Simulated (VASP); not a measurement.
# Bi (Pm-3m) in VASP: further runs, part 2 of 2

VASP 6.6.1.

### Step 4. Single point, PBEsol

This run uses another cell than the first one, of 29.15 Å³/atom, 1.089 times its volume.

Input file INCAR:

```
ALGO = Normal
EDIFF = 1E-6
ENCUT = 500
GGA = PS
GGA_COMPAT = F
ISIF = 2
ISMEAR = 0
LASPH = T
LCHARG = F
LREAL = F
LWAVE = F
NBANDS = 14
NELM = 120
PREC = Accurate
SIGMA = 0.05
```

Input file KPOINTS:

```
k-points
0
Gamma
  7 7 7
```

Input file POSCAR:

```
Bi
1.0
    3.0776405952      0.0000000000      0.0000000000
    0.0000000000      3.0776405952      0.0000000000
    0.0000000000      0.0000000000      3.0776405952
Bi
1
Direct
    0.0000000000      0.0000000000      0.0000000000
```

Potentials or basis: VASP PAW PBE potentials, release 64 (Bi_d).

Command:

```console
cat potpaw_PBE.64/Bi_d/POTCAR > POTCAR
mpirun -np 1 vasp_std > vasp.out
```

OUTCAR:

```text
EDIFF = 1E-6
   ENCUT = 500
   GGA = PS
   ISIF = 2
   ISMEAR = 0
   LASPH = T
   LREAL = F
   NELM = 120
   PREC = Accurate

 ion  position               nearest neighbor table
   1  0.000  0.000  0.000-

  LATTYP: Found a simple cubic cell.
 ALAT       =     3.0776405952

  Lattice vectors:

 A1 = (   3.0776405952,   0.0000000000,   0.0000000000)
 A2 = (   0.0000000000,   3.0776405952,   0.0000000000)
 A3 = (   0.0000000000,   0.0000000000,   3.0776405952)

Analysis of symmetry for initial positions (statically):
=====================================================================
 Subroutine PRICEL returns:
 Original cell was already a primitive cell.

 Routine SETGRP: Setting up the symmetry group for a
 simple cubic supercell.

 Subroutine GETGRP returns: Found 48 space group operations
 (whereof 48 operations were pure point group operations)
 out of a pool of 48 trial point group operations.

The static configuration has the point symmetry O_h .

Analysis of symmetry for dynamics (positions and initial velocities):
=====================================================================
 Subroutine PRICEL returns:
 Original cell was already a primitive cell.

 Routine SETGRP: Setting up the symmetry group for a
 simple cubic supercell.

 Subroutine GETGRP returns: Found 48 space group operations
 (whereof 48 operations were pure point group operations)
 out of a pool of 48 trial point group operations.

The dynamic configuration has the point symmetry O_h .

 Subroutine INISYM returns: Found 48 space group operations
 (whereof 48 operations are pure point group operations),
 and found     1 'primitive' translations

----------------------------------------------------------------------------------------

                                     Primitive cell

  volume of cell :      29.1510

  direct lattice vectors                    reciprocal lattice vectors
[... 108 lines left out ...]
   IVDW    =     0    specifies the selected vdW correction
   LEPSILON=     F    determine dielectric tensor
   LRPA    =     F    only Hartree local field effects (RPA)
 non-spin polarized calculation
 Gauss-broadening in eV      SIGMA  =   0.05
  energy-cutoff  :      500.00
  volume of cell :       29.15
 maximum number of plane-waves:       747
 NGX is ok and might be reduce to    24
   NGX = 11   NGY = 11   NGZ = 11

 number of electron      14.9999995 magnetization

 Free energy of the ion-electron system (eV)
  ---------------------------------------------------
  ext. energy  EPLUGINS =         0.00000000
  ---------------------------------------------------
  free energy    TOTEN  =        -4.19490885 eV

  energy without entropy =       -4.19419507  energy(sigma->0) =       -4.19455196

 E-fermi :   8.0717     XC(G=0): -10.6272

 val. band max:        8.0077544457   @ k =   0.2857   0.2857   0.2857
 cond. band min:       8.7247233018   @ k =   0.4286   0.2857   0.2857
 fundamental gap:      0.7169688561
 Fermi energy:         8.0716913132

 k-point     1 :       0.0000    0.0000    0.0000
  band No.  band energies     occupation
      1     -14.7120      2.00000
      2     -14.7120      2.00000
      3     -14.1619      2.00000
      4     -14.1619      2.00000
      5     -14.1619      2.00000
      6      -5.8441      2.00000
      7      12.0428      0.00000
      8      12.0428      0.00000
      9      12.0428      0.00000
     10      15.6662      0.00000
     11      16.8565      0.00000
     12      16.8565      0.00000
     13      26.0467      0.00000
     14      26.0467      0.00000
[... 309 lines left out ...]
      1     -14.4580      2.00000
      2     -14.4561      2.00000
      3     -14.4561      2.00000
      4     -14.0070      2.00000
      5     -14.0070      2.00000
      6       1.0490      2.00000
      7       6.9374      2.00000
      8       6.9374      2.00000
      9       7.1969      2.00000
     10      13.2500      0.00000
     11      14.2662      0.00000
     12      14.2662      0.00000
     13      16.3736      0.00000
     14      31.3112      0.00000

------------------------ aborting loop because EDIFF is reached ----------------------------------------

  FORCE on cell =-STRESS in cart. coord.  units (eV):
  Direction    XX          YY          ZZ          XY          YZ          ZX
  --------------------------------------------------------------------------------------
  -------------------------------------------------------------------------------------
  Total        1.8126835      1.8126835      1.8126835     -0.0000000     -0.0000000      0.0000000
  in kB       99.6274165     99.6274165     99.6274165     -0.0000000     -0.0000000      0.0000000
  external PRESSURE =      99.6274165 kB  Pullay stress =       0.0000000 kB

 VOLUME and BASIS-vectors are now :
 -----------------------------------------------------------------------------
  energy-cutoff  :      500.00
  volume of cell :       29.15
      direct lattice vectors                 reciprocal lattice vectors
     3.077640595  0.000000000  0.000000000     0.324924230  0.000000000  0.000000000
     0.000000000  3.077640595  0.000000000     0.000000000  0.324924230  0.000000000
     0.000000000  0.000000000  3.077640595     0.000000000  0.000000000  0.324924230

 POSITION                                       TOTAL-FORCE (eV/Angst)
 -----------------------------------------------------------------------------------
      0.00000      0.00000      0.00000         0.000000      0.000000      0.000000
 -----------------------------------------------------------------------------------
    total drift:                                0.000000      0.000000      0.000000

  FREE ENERGIE OF THE ION-ELECTRON SYSTEM (eV)
  ---------------------------------------------------
  free  energy   TOTEN  =        -4.1949088450 eV

  energy  without entropy=       -4.1941950710  energy(sigma->0) =       -4.19455196
```

OSZICAR:

```text
N       E                     dE             d eps       ncg     rms          rms(c)
DAV:   1     0.111131158558E+03    0.11113E+03   -0.77017E+03   572   0.124E+03
DAV:   2     0.224713709016E+01   -0.10888E+03   -0.10530E+03   608   0.335E+02
DAV:   3    -0.405317275628E+01   -0.63003E+01   -0.62860E+01   716   0.787E+01
DAV:   4    -0.419860655210E+01   -0.14543E+00   -0.14541E+00   724   0.124E+01
DAV:   5    -0.420523071825E+01   -0.66242E-02   -0.66241E-02   812   0.250E+00    0.756E-01
DAV:   6    -0.419811691195E+01    0.71138E-02   -0.72034E-03   792   0.120E+00    0.422E-01
DAV:   7    -0.419498100740E+01    0.31359E-02   -0.41012E-03   854   0.101E+00    0.772E-02
DAV:   8    -0.419491148136E+01    0.69526E-04   -0.41749E-04   722   0.305E-01    0.804E-03
DAV:   9    -0.419490911722E+01    0.23641E-05   -0.16311E-05   774   0.555E-02    0.443E-03
DAV:  10    -0.419490884504E+01    0.27218E-06   -0.97208E-07   554   0.102E-02
   1 F= -.41949088E+01 E0= -.41945520E+01  d E =-.713774E-03
```

Run time: 5.9 s. Hardware: 1 thread of Intel Xeon Platinum 8259CL at 2.50GHz (Skylake/Cascade Lake), shared host; peak memory 0.13 GiB.

What came out:

```yaml
Free_energy: -4.1949 eV
Pressure: 10.0 GPa
```

Caveat: the PAW data sets were made with another functional, which shifts forces and pressure a little; spin-orbit coupling is left out, which moves the levels of the heavy elements.

### Step 5. Single point, PBEsol

This run uses another cell than the first one, of 33.35 Å³/atom, 1.246 times its volume.

Input file INCAR:

```
SYSTEM = Bi
PREC = Accurate
ENCUT = 500
EDIFF = 1E-6
ISMEAR = 0
SIGMA = 0.05
LREAL = .False.
LASPH = .True.
NELM = 120
ALGO = Normal
ISIF = 2
LWAVE = .False.
LCHARG = .False.
GGA = PS
NBANDS = 14
GGA_COMPAT = .False.
```

Input file KPOINTS:

```
regular mesh
0
Gamma
  7 7 7
  0 0 0
```

Input file POSCAR:

```
Bi
1.0
    3.2187771232      0.0000000000      0.0000000000
    0.0000000000      3.2187771232      0.0000000000
    0.0000000000      0.0000000000      3.2187771232
Bi
1
Direct
    0.0000000000      0.0000000000      0.0000000000
```

Potentials or basis: VASP PAW PBE potentials, release 64 (Bi_d).

Command:

```console
cat potpaw_PBE.64/Bi_d/POTCAR > POTCAR
mpirun -np 1 vasp_std > vasp.out
```

OUTCAR:

```text
SYSTEM = Bi
   PREC = Accurate
   ENCUT = 500
   EDIFF = 1E-6
   ISMEAR = 0
   LREAL = .False.
   LASPH = .True.
   NELM = 120
   ISIF = 2
   GGA = PS

 ion  position               nearest neighbor table
   1  0.000  0.000  0.000-

  LATTYP: Found a simple cubic cell.
 ALAT       =     3.2187771232

  Lattice vectors:

 A1 = (   3.2187771232,   0.0000000000,   0.0000000000)
 A2 = (   0.0000000000,   3.2187771232,   0.0000000000)
 A3 = (   0.0000000000,   0.0000000000,   3.2187771232)

Analysis of symmetry for initial positions (statically):
=====================================================================
 Subroutine PRICEL returns:
 Original cell was already a primitive cell.

 Routine SETGRP: Setting up the symmetry group for a
 simple cubic supercell.

 Subroutine GETGRP returns: Found 48 space group operations
 (whereof 48 operations were pure point group operations)
 out of a pool of 48 trial point group operations.

The static configuration has the point symmetry O_h .

Analysis of symmetry for dynamics (positions and initial velocities):
=====================================================================
[... 165 lines left out ...]
      5     -15.8005      2.00000
      6      -6.5586      2.00000
      7       9.9879      0.00000
      8       9.9879      0.00000
      9       9.9879      0.00000
     10      13.1718      0.00000
     11      14.6854      0.00000
     12      14.6854      0.00000
     13      23.8324      0.00000
     14      23.8324      0.00000
[... 309 lines left out ...]
      1     -15.9884      2.00000
      2     -15.9875      2.00000
      3     -15.9875      2.00000
      4     -15.6912      2.00000
      5     -15.6912      2.00000
      6      -1.0917      2.00000
      7       5.4407      2.00000
      8       5.4407      2.00000
      9       5.5377      2.00000
     10      11.6939      0.00000
     11      12.4981      0.00000
     12      12.4981      0.00000
     13      14.6662      0.00000
     14      28.4710      0.00000

------------------------ aborting loop because EDIFF is reached ----------------------------------------

  FORCE on cell =-STRESS in cart. coord.  units (eV):
  Direction    XX          YY          ZZ          XY          YZ          ZX
  --------------------------------------------------------------------------------------
  -------------------------------------------------------------------------------------
  Total       -0.0109366     -0.0109366     -0.0109366      0.0000000     -0.0000000      0.0000000
  in kB       -0.5254354     -0.5254354     -0.5254354      0.0000000     -0.0000000      0.0000000
  external PRESSURE =      -0.5254354 kB  Pullay stress =       0.0000000 kB

 VOLUME and BASIS-vectors are now :
 -----------------------------------------------------------------------------
  energy-cutoff  :      500.00
  volume of cell :       33.35
      direct lattice vectors                 reciprocal lattice vectors
     3.218777123  0.000000000  0.000000000     0.310676994  0.000000000  0.000000000
     0.000000000  3.218777123  0.000000000     0.000000000  0.310676994  0.000000000
     0.000000000  0.000000000  3.218777123     0.000000000  0.000000000  0.310676994

 POSITION                                       TOTAL-FORCE (eV/Angst)
 -----------------------------------------------------------------------------------
      0.00000      0.00000      0.00000         0.000000      0.000000      0.000000
 -----------------------------------------------------------------------------------
    total drift:                                0.000000     -0.000000      0.000000

  FREE ENERGIE OF THE ION-ELECTRON SYSTEM (eV)
  ---------------------------------------------------
  free  energy   TOTEN  =        -4.3100872058 eV

  energy  without entropy=       -4.3093906347  energy(sigma->0) =       -4.30973892
```

stdout:

```text
POSCAR found type information on POSCAR Bi
 POSCAR found :  1 types and       1 ions
 scaLAPACK will be used
 -----------------------------------------------------------------------------
|                                                                             |
|                                                                             |
|     You enforced a specific xc type in the INCAR file but a different       |
|     I HOPE YOU KNOW WHAT YOU ARE DOING!                                     |
|                                                                             |
 -----------------------------------------------------------------------------

 LDA part: xc-table for (Slater+PW92), standard interpolation
 POSCAR, INCAR and KPOINTS ok, starting setup
 FFT: planning ... GRIDC
 FFT: planning ... GRID_SOFT
 FFT: planning ... GRID
 WAVECAR not read
 entering main loop
```

Run time: 5.8 s. Hardware: 1 thread of Intel Xeon Platinum 8259CL at 2.50GHz (Skylake/Cascade Lake), shared host; peak memory 0.13 GiB.

What came out:

```
Free energy : -4.3101 eV
Pressure    : -0.1 GPa
```

Levels at points of the mesh, in eV from the Fermi level:
| k point | band 3 | band 4 | band 5 | band 6 | band 7 | band 8 | band 9 | band 10 | band 11 | band 12 |
| --- | --- | --- | --- | --- | --- | --- | --- | --- | --- | --- |
| (0.00, 0.00, 0.00) | -22.15 | -22.15 | -22.15 | -12.91 | 3.64 | 3.64 | 3.64 | 6.82 | 8.34 | 8.34 |

Caveat: the PAW data sets were made with another functional, which shifts forces and pressure a little; spin-orbit coupling is left out, which moves the levels of the heavy elements.

### Step 6. Relaxation of cell and atoms, PBEsol

This run uses another cell than the first one, of 38.61 Å³/atom, 1.443 times its volume.

Input file INCAR:

```
SYSTEM = Bi
ALGO     = Normal         ! electronic algorithm
EDIFF    = 1E-7           ! SCF threshold, eV
EDIFFG   = -0.01          ! ionic threshold
ENCUT    = 500            ! plane-wave cutoff, eV
GGA      = PS             ! functional
GGA_COMPAT= .False.      
IBRION   = 2              ! ionic algorithm
ISIF     = 3              ! what is computed and relaxed
ISMEAR   = 0              ! smearing method
LASPH    = .True.         ! aspherical terms in the spheres
LCHARG   = .False.        ! write CHGCAR
LREAL    = .False.        ! projectors in reciprocal space
LWAVE    = .False.        ! write WAVECAR
NELM     = 120            ! most SCF steps
NELMIN   = 4            
NSW      = 60             ! ionic steps
PREC     = Accurate       ! precision mode
SIGMA    = 0.05           ! smearing width, eV
```

Input file KPOINTS:

```
k-points
0
Gamma
  7 7 7
  0 0 0
```

Input file POSCAR:

```
Bi
1.0
    3.3800000000      0.0000000000      0.0000000000
    0.0000000000      3.3800000000      0.0000000000
    0.0000000000      0.0000000000      3.3800000000
Bi
1
Direct
    0.0000000000      0.0000000000      0.0000000000
```

Potentials or basis: VASP PAW PBE potentials, release 64 (Bi_d).

Command:

```console
cat potpaw_PBE.64/Bi_d/POTCAR > POTCAR
mpirun -np 1 vasp_std > vasp.out
```

Run time: 23 s. Hardware: 1 thread of Intel Xeon Platinum 8259CL at 2.50GHz (Skylake/Cascade Lake), shared host; peak memory 0.16 GiB.

The run converged. Its results:

| Item | Value |
| --- | --- |
| Free energy | -4.3125 eV |
| Relaxed volume | 33.29 Å³/atom |
| Relaxed cell | a = 3.217 Å, b = 3.217 Å, c = 3.217 Å, α = 90.00°, β = 90.00°, γ = 90.00° |
| Space group after relaxing (to 0.05 Å) | Pm-3m (No. 221) |
| Energy gained by relaxing | 110.1 meV/atom |
| Ionic steps | 3 |
| Pressure after relaxing | 0.0 GPa |

Step by step:
| step | energy change (eV) | largest force (eV/Å) | pressure (GPa) | volume (Å³) |
| --- | --- | --- | --- | --- |
| 1 | 0.0000 | 0.0000 | -5.73 | 38.61 |
| 2 | -0.0896 | 0.0000 | 3.69 | 31.40 |
| 3 | -0.1101 | 0.0000 | -0.02 | 33.29 |

Final structure:
```
Bi
1.0
     3.21692    0.00000    0.00000
     0.00000    3.21692    0.00000
     0.00000    0.00000    3.21692
Bi
1
Cartesian
  0.0000 0.0000 0.0000
```

Levels at points of the mesh, in eV from the Fermi level:
| k point | band 5 | band 6 | band 7 | band 8 | band 9 | band 10 |
| --- | --- | --- | --- | --- | --- | --- |
| (0.00, 0.00, 0.00) | -22.15 | -12.92 | 3.64 | 3.64 | 3.64 | 6.83 |

Caveat: the PAW data sets were made with another functional, which shifts forces and pressure a little; spin-orbit coupling is left out, which moves the levels of the heavy elements.

### Step 7. Summary

```tsv
task	cell	gap on the mesh (eV)	pressure (GPa)
single point	a = 2.991 Å, 1 atom	none	19.9
single point	a = 2.929 Å, 1 atom	none	29.9
single point	a = 3.078 Å, 1 atom	none	10.0
single point	a = 3.219 Å, 1 atom	none	-0.1
relaxation of cell and atoms	relaxed from a = 3.380 Å, 1 atom	none	0.0
```

Alike in all rows: level PBEsol; potentials or basis VASP PAW PBE potentials, release 64 (Bi_d); no spin polarisation; k mesh 7 × 7 × 7; cutoff (eV) 500; smearing gaussian 0.05 eV.

Caveats: the PAW data sets were made with another functional, which shifts forces and pressure a little; spin-orbit coupling is left out, which moves the levels of the heavy elements.

Absolute energies hang on the potentials; compare differences alone.
